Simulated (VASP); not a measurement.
A run of VASP 6.6.1:

INCAR

```
  PREC = Accurate
  ENCUT = 500
  EDIFF = 1E-6
  ISMEAR = 0
  SIGMA = 0.1
  LREAL = F
  LASPH = T
  NELM = 120
  ALGO = Normal
  ISIF = 2
  LWAVE = F
  LCHARG = F
  GGA = RE
  NBANDS = 26
  GGA_COMPAT = F
```

Contents of KPOINTS:

```
regular mesh
0
Gamma
  8 8 6
```

POSCAR

```
Br
1.0
    2.6600688455     -4.1390786686      0.0000000000
    2.6600688455      4.1390786686      0.0000000000
    0.0000000000      0.0000000000      8.0437620383
Br
5
Direct
    0.5000000000      0.0000000000      0.3076847116
    0.0000000000      0.5000000000      0.6923152884
    0.0000000000      0.5000000000      0.3076847116
    0.5000000000      0.0000000000      0.6923152884
    0.0000000000      0.0000000000      0.0000000000
```

Potentials or basis: VASP PAW PBE potentials, release 64 (Br).

Run with:

```bash
$ cat potpaw_PBE.64/Br/POTCAR > POTCAR
$ mpirun -np 1 vasp_std > vasp.out
```

Hardware: 1 thread of Intel Xeon 8259CL, with other jobs on the host.

Problem. Estimate the wall time of this run.

Solution. It took 5.8 min on 1 thread of Intel Xeon 8259CL, on a shared host, peak memory 0.43 GiB. Counts: scf iterations 15, k points 84.
